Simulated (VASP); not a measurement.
A run of VASP 6.6.1:

Contents of INCAR:

```
  PREC = Accurate
  ENCUT = 520
  EDIFF = 1E-6
  ISMEAR = 0
  SIGMA = 0.1
  LREAL = False
  LASPH = True
  NELM = 100
  ALGO = Normal
  ISIF = 2
  LWAVE = False
  LCHARG = False
  GGA = PE
  NBANDS = 12
```

KPOINTS

```
Automatic mesh
0
Gamma
  10 10 10
```

The input POSCAR:

```
As
1.0
    1.9036109523      1.0990502958      3.6081612956
   -1.9036109523      1.0990502958      3.6081612956
    0.0000000000     -2.1981005915      3.6081612956
As
2
Direct
    0.7737100447      0.7737100447      0.7737100447
    0.2262899553      0.2262899553      0.2262899553
```

Potentials or basis: VASP PAW PBE potentials, release 64 (As).

Run with:

```sh
$ cat potpaw_PBE.64/As/POTCAR > POTCAR
$ mpirun -np 1 vasp_std > vasp.out
```

Hardware: 1 thread of Intel(R) Xeon(R) Platinum 8488C (Sapphire Rapids), on a shared host.

Q: How long does it take, and how much memory?

A: It took 19 s on 1 thread of Intel(R) Xeon(R) Platinum 8488C (Sapphire Rapids), with other jobs on the host, peak memory 0.2 GiB. Counts: scf iterations 10, k points 116.
